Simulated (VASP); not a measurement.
Here is a VASP 6.6.1 calculation.

The input INCAR:

```
SYSTEM = WS2
PREC = Accurate
ENCUT = 520
EDIFF = 1E-7
ISMEAR = 0
SIGMA = 0.05
LREAL = .FALSE.
LASPH = .TRUE.
NELM = 80
ALGO = Normal
ISIF = 2
LWAVE = .FALSE.
LCHARG = .FALSE.
NBANDS = 35
```

KPOINTS

```
Automatic mesh
0
G
  12 12 4
  0 0 0
```

Contents of POSCAR:

```
WS2
1.0
    3.1812289120      0.0000000000      0.0000000000
   -1.5906144560      2.7550250530      0.0000000000
    0.0000000000      0.0000000000     12.3643864273
W S
2 4
Direct
    0.3333333333      0.6666666667      0.2500000000
    0.6666666667      0.3333333333      0.7500000000
    0.3333333333      0.6666666667      0.6282872193
    0.6666666667      0.3333333333      0.1282872193
    0.3333333333      0.6666666667      0.8717127807
    0.6666666667      0.3333333333      0.3717127807
```

Potentials or basis: VASP PAW LDA potentials, release 64 (W_sv, S).

Launch:

```bash
$ cat potpaw_LDA.64/W_sv/POTCAR potpaw_LDA.64/S/POTCAR > POTCAR
$ mpirun -np 1 vasp_std > vasp.out
```

Q: Estimate the band gap on the k mesh.

A: 0.70 eV (least direct gap 1.58 eV).

Q: Estimate the largest force.

A: 0.886 eV/Å.

Forces in eV/Å, atoms in the order of the input:
```
W    0.000  0.000  0.000
W    0.000  0.000  0.000
S    0.000  0.000 -0.886
S    0.000  0.000 -0.886
S    0.000  0.000  0.886
S    0.000  0.000  0.886
```

Caveat: the cell differs from its parent crystal (atoms shifted along a free coordinate); spin-orbit coupling is left out, which moves the levels of the heavy elements. A k mesh can miss the band edges.
